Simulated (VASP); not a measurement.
LiSi16 (a cell with a defect): single point with r2SCAN

The system is LiSi16 (a cell with a defect).

```xyz
17
Lattice="0.0000 5.4300 5.4300 5.4300 0.0000 5.4300 5.4300 5.4300 0.0000" Properties=species:S:1:pos:R:3 pbc="T T T"
Si   -0.0067   -0.0276   -0.0270
Si    1.4398    1.2766    1.2776
Si    2.7433    2.7238   -0.0264
Si    4.0473    4.0992    1.3489
Si    2.7428   -0.0265    2.7244
Si    4.0488    1.3470    4.0978
Si    5.3526    2.7941    2.7944
Si    6.7994    4.0976    4.0977
Si    0.0943    2.6207    2.6198
Si    1.2927    4.0207    4.0210
Si    2.6649    5.4815    2.6476
Si    4.1243    6.8530    4.0224
Si    2.6682    2.6488    5.4783
Si    4.1234    4.0229    6.8533
Si    5.4977    5.4780    5.4782
Si    6.6951    6.8811    6.8780
Li    3.3945    4.7510    4.7488
```

```
Program             : VASP 6.6.1
Task                : single point
Functional          : r2SCAN
Potentials or basis : VASP PAW PBE potentials, release 64 (Si, Li_sv)
Cutoff              : 520 eV
k mesh              : 2 × 2 × 2
Occupations         : gaussian, width 0.05 eV
Spin                : no spin polarisation
```

```
Largest force : 0.041 eV/Å
```

Forces on the atoms (eV/Å):
```
Si  -0.005 -0.015 -0.004
Si  -0.010  0.004 -0.011
Si   0.018  0.002 -0.004
Si  -0.007  0.010 -0.003
Si   0.015 -0.013  0.000
Si  -0.003  0.004  0.018
Si  -0.006  0.000 -0.012
Si  -0.004  0.006  0.017
Si  -0.022  0.019  0.029
Si  -0.014  0.001 -0.011
Si  -0.002 -0.004 -0.008
Si   0.008  0.022 -0.019
Si  -0.021 -0.026  0.015
Si   0.014 -0.014  0.007
Si   0.017  0.017  0.016
Si   0.021 -0.017 -0.020
Li   0.003  0.002 -0.009
```

Levels at points of the mesh, in eV from the Fermi level:
| k point | band 30 | band 31 | band 32 | band 33 | band 34 | band 35 | band 36 | band 37 |
| --- | --- | --- | --- | --- | --- | --- | --- | --- |
| (0.00, 0.00, 0.00) | -1.36 | -0.29 | -0.25 | -0.24 | 0.23 | 0.58 | 0.58 | 0.69 |
| (0.50, 0.00, 0.00) | -1.11 | -1.11 | -1.01 | -1.01 | 1.23 | 1.23 | 1.33 | 1.69 |
| (0.00, 0.50, 0.00) | -1.12 | -1.11 | -1.09 | -1.03 | 1.05 | 1.26 | 1.43 | 1.47 |
| (0.00, 0.00, 0.50) | -1.12 | -1.11 | -1.09 | -1.03 | 1.05 | 1.26 | 1.43 | 1.47 |
| (0.50, 0.50, 0.50) | -1.12 | -1.11 | -1.09 | -1.03 | 1.05 | 1.26 | 1.43 | 1.47 |
| (0.50, 0.50, 0.00) | -1.75 | -1.73 | -1.65 | -1.60 | 0.90 | 1.08 | 2.24 | 2.32 |
| (0.00, 0.50, 0.50) | -1.75 | -1.73 | -1.65 | -1.60 | 0.90 | 1.08 | 2.24 | 2.32 |
| (0.50, 0.00, 0.50) | -1.75 | -1.73 | -1.65 | -1.60 | 0.90 | 1.08 | 2.24 | 2.32 |

Run time: 7.8 min on 1 thread of AMD EPYC 9R45 96-Core Processor (Zen 5), on a shared host, peak memory 0.52 GiB.

Caveat: the k points lie up to 0.50 Å⁻¹ apart; the cell carries a net charge on a neutralising background, which shifts energy and pressure; the cell is charged against a uniform background, so pressure and absolute levels hang on convention; the PAW data sets were made with another functional, which shifts forces and pressure a little.
